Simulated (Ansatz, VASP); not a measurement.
# One calculation of AlPt, two programs

Contents of POSCAR:

```
AlPt
1.0
    3.0915460000      0.0000000000      0.0000000000
    0.0000000000      3.0915460000      0.0000000000
    0.0000000000      0.0000000000      3.0915460000
Al Pt
1 1
Direct
    0.0000000000      0.0000000000      0.0000000000
    0.5000000000      0.5000000000      0.5000000000
```

The input INCAR.step1:

```
PREC = Accurate
ENCUT = 520
ISMEAR = -1
SIGMA = 0.05
LREAL = False
LASPH = True
NELM = 150
ISPIN = 2
MAGMOM = 0 0.6
LMAXMIX = 4
NBANDS = 18
GGA = PE
ALGO = Normal
EDIFF = 1E-4
LWAVE = True
LCHARG = False
```

The input INCAR.step2:

```
PREC = Accurate
ENCUT = 520
EDIFF = 1E-7
ISMEAR = -1
SIGMA = 0.05
LREAL = False
LASPH = True
NELM = 150
ALGO = Normal
ISIF = 2
LWAVE = False
LCHARG = False
ISPIN = 2
MAGMOM = 0 0.6
LORBIT = 11
LMAXMIX = 4
METAGGA = R2SCAN
LMIXTAU = True
NBANDS = 18
ISTART = 1
```

The input KPOINTS:

```
regular mesh
0
Gamma
  11 11 11
```

Input for Ansatz:

```yaml
crystal:
  lattice:
    - [3.091546, 0.0, 0.0]
    - [0.0, 3.091546, 0.0]
    - [0.0, 0.0, 3.091546]
  atoms:
    - { symbol: Al, position: [0.0, 0.0, 0.0] }
    - { symbol: Pt, position: [0.5, 0.5, 0.5], spin: 0.6 }
magnetization:
  spin_polarized: true
kpoints:
  mp_grid: { grid: [11, 11, 11] }
scf:
  occupations: { method: fermi_dirac, width: 0.05 }
  lower_state_search: "off"
hamiltonian:
  xc: r2scan
  pseudopotentials: { kind: paw }
output:
  forces: true
  stress: true
  eigenvalues: true
  populations: true
  dos: { projected: true, de: 0.1, e_range: [-8, 5] }
  write_density: true
  write_potential: true
  elf: true
  volumetric_format: npy
```

Alike in both runs: task single point; functional r2SCAN; k mesh 11 × 11 × 11; occupations fermi-dirac, width 0.05 eV; collinear spin.

```csv
,VASP,Ansatz
version,VASP 6.6.1,Ansatz 0.2.0
potentials or method,"VASP PAW PBE potentials, release 64 (Al, Pt)","PAW with Ansatz's default frozen-core files, scalar-relativistic"
plane-wave cutoff (eV),520,500
valence electrons in the cell,13,21
```

```tsv
	VASP	Ansatz	Ansatz less VASP
pressure (GPa)	-4.9	-4.7	+0.20
net moment per atom (μB)	0.00	0.00	0.000
```

VASP's potentials were made for PBE, not for r2SCAN. VASP's potentials hold 13 valence electrons a cell and Ansatz's 21, so a difference there can come from the potentials and not from the codes. Ansatz's warnings: seeded moment not kept, stability check not made.

Spin-orbit coupling is off throughout.
